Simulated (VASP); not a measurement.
Runs of VASP 6.6.1 on SnO2. The structure is that of space group R-3m (No. 166), or close to it. The cells are those of the table. 

| cell | gap on the mesh (eV) | pressure (GPa) | largest force (eV/Å) |
| --- | --- | --- | --- |
| a = 4.370 Å, angles 45.6°, 3 atoms | 1.17 | -9.8 | 0.26 |
| a = 4.636 Å, angles 41.1°, 3 atoms | (c) | -1.7 | 0.15 |
| a = 5.218 Å, angles 33.6°, 3 atoms | 3.58 | (b) | 0.43 |
| a = 4.539 Å, angles 42.6°, 3 atoms | 1.79 | -4.7 | 0.19 |
| a = 4.976 Å, angles 36.4°, 3 atoms | (a) | 8.2 | 0.13 |

Alike in all rows: task single point; level r2SCAN; potentials or basis VASP PAW PBE potentials, release 64 (Sn_d, O); no spin polarisation; k mesh 12 × 12 × 12; cutoff (eV) 520; smearing gaussian 0.05 eV.

Q: Estimate the missing entries.

A: (a) 3.09; (b) 14.8; (c) 2.13.

Caveats: the PAW data sets were made with another functional, which shifts forces and pressure a little; spin-orbit coupling is left out, which moves the levels of the heavy elements; the stress differs along the axes, from -14 to -1 GPa (at least some runs); the stress differs along the axes, from -4 to 24 GPa (at least some runs); the stress differs along the axes, from -7 to 1 GPa (at least some runs); the stress differs along the axes, from -1 to 13 GPa (at least some runs).

A k mesh can miss the band edges, and the runs leave out spin-orbit coupling on Sn.
